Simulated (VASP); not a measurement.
A run of VASP 6.6.1:

Contents of POSCAR:

```
Zr
1.0
   -1.7922462260      1.7922462260      1.7922462260
    1.7922462260     -1.7922462260      1.7922462260
    1.7922462260      1.7922462260     -1.7922462260
Zr
1
Direct
    0.0000000000      0.0000000000      0.0000000000
```

Contents of INCAR.step1:

```
PREC = Accurate
ENCUT = 520
ISMEAR = -1
SIGMA = 0.1
LREAL = F
LASPH = T
NELM = 100
NBANDS = 12
GGA = PE
ALGO = Normal
EDIFF = 1E-4
LWAVE = T
LCHARG = F
```

INCAR.step2

```
PREC = Accurate
ENCUT = 520
EDIFF = 1E-6
ISMEAR = -1
SIGMA = 0.1
LREAL = F
LASPH = T
NELM = 100
ALGO = Normal
ISIF = 2
LWAVE = F
LCHARG = F
METAGGA = R2SCAN
LMIXTAU = T
NBANDS = 12
ISTART = 1
```

KPOINTS

```
regular mesh
0
Gamma
  14 14 14
```

Potentials or basis: VASP PAW PBE potentials, release 64 (Zr_sv).

Run with:

```sh
$ cat potpaw_PBE.64/Zr_sv/POTCAR > POTCAR
$ cp INCAR.step1 INCAR
$ mpirun -np 1 vasp_std > vasp.out
$ cp INCAR.step2 INCAR
$ mpirun -np 1 vasp_std > vasp.out
```

Hardware: 1 thread of Intel Xeon 8259CL, with other jobs on the host.

Q: Estimate the wall time of this run.

A: It took 100 s on 1 thread of Intel Xeon 8259CL (shared host), peak memory 0.16 GiB. Counts: k points 104.
